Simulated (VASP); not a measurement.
Runs of VASP 6.6.1 on C. The structure is that of space group I4_1/amd (No. 141), or close to it. The cells are those of the table. 

```tsv
potentials or basis	cell	cutoff (eV)	second run	gap on the mesh (eV)	pressure (GPa)
VASP PAW LDA potentials, release 64 (C)	a = 2.473, b = 2.473, c = 2.319 Å, angles 62.0, 62.0, 55.9°, 2 atoms	520	-	2.81	58.8
VASP PAW LDA potentials, release 64 (C_h)	a = 2.437, b = 2.437, c = 2.579 Å, angles 58.1, 58.1, 63.9°, 2 atoms	910	hard_potentials	(c)	(a)
VASP PAW LDA potentials, release 64 (C)	a = 2.539, b = 2.539, c = 2.659 Å, angles 58.4, 58.4, 63.1°, 2 atoms	520	-	1.74	-34.7
VASP PAW LDA potentials, release 64 (C)	a = 2.495, b = 2.495, c = 2.641 Å, angles 58.1, 58.1, 63.9°, 2 atoms	520	-	1.21	-18.4
VASP PAW LDA potentials, release 64 (C)	a = 2.470, b = 2.470, c = 2.558 Å, angles 58.8, 58.8, 62.4°, 2 atoms	520	-	(b)	1.7
```

Alike in all rows: task single point; level LDA; no spin polarisation; k mesh 12 × 12 × 12; smearing gaussian 0.05 eV.

Question: Estimate the missing entries.

Answer: (a) 12.8; (b) 2.39; (c) 1.23.

Caveats: the cutoff is under 1.25 times the usual one of these potentials, so pressure, stress and relaxed cells hold a basis-set (Pulay) error (some runs).

A k mesh can miss the band edges.
